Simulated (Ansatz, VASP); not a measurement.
Os: VASP beside Ansatz

File INCAR:

```
  PREC = Accurate
  ENCUT = 600
  EDIFF = 1E-7
  ISMEAR = 0
  SIGMA = 0.1
  LREAL = False
  LASPH = True
  NELM = 100
  ALGO = Normal
  ISIF = 3
  LWAVE = False
  LCHARG = False
  GGA = PS
  IBRION = 2
  NSW = 90
  EDIFFG = -0.04
```

The input KPOINTS:

```
Automatic mesh
0
Gamma
  9 9 9
```

File POSCAR:

```
Os
1.0
    1.4327910480      0.8272222972      6.9245892307
   -1.4327910480      0.8272222972      6.9245892307
    0.0000000000     -1.6544445945      6.9245892307
Os
3
Direct
    0.0000000000      0.0000000000      0.0000000000
    0.2222200000      0.2222200000      0.2222200000
    0.7777800000      0.7777800000      0.7777800000
```

Input for Ansatz:

```yaml
crystal:
  lattice:
    - [1.432791048, 0.8272222972, 6.9245892307]
    - [-1.432791048, 0.8272222972, 6.9245892307]
    - [0.0, -1.6544445945, 6.9245892307]
  atoms:
    - { symbol: Os, position: [0.0, 0.0, 0.0] }
    - { symbol: Os, position: [0.22222, 0.22222, 0.22222] }
    - { symbol: Os, position: [0.77778, 0.77778, 0.77778] }
basis:
  ecutwfc: 420
kpoints:
  mp_grid: { grid: [9, 9, 9] }
hamiltonian:
  xc: pbesol
scf:
  occupations: { method: gaussian, width: 0.1 }
  lower_state_search: "off"
output:
  forces: true
  stress: true
  eigenvalues: true
relax:
  adjacent_minimum: "off"
  f_tol: 0.04
  max_steps: 70
  cell: { stress_tol: 0.4 }
```

Alike in both runs: task relaxation of cell and atoms; functional PBEsol; k mesh 9 × 9 × 9; occupations gaussian, width 0.1 eV; no spin polarisation.

```csv
,VASP,Ansatz
version,VASP 6.6.1,Ansatz 0.2.0
potentials or method,"VASP PAW PBE potentials, release 64 (Os), cutoff 600 eV","scalar-relativistic, plane waves, PAW"
valence electrons in the cell,24,48
```

|  | VASP | Ansatz | Ansatz less VASP |
| --- | --- | --- | --- |
| gap on the k mesh at the Fermi level, each at its own relaxed structure (eV) | none | none | - |
| relaxed volume (Å³/atom) | 13.95 | 13.92 | -0.031 |
| relaxed cell length with the largest relative difference (Å) | 6.689 | 6.685 | -0.0039 |

VASP's potentials were made for PBE, not for PBEsol. A gap of «none» marks a metal or a gap that the smearing closes. VASP's potentials hold 24 valence electrons a cell and Ansatz's 48, so a difference there can come from the potentials and not from the codes.

Neither program's run includes spin-orbit coupling. Noted on VASP's run: the volume moved by over 15 % at a fixed basis, so the end points are rough.
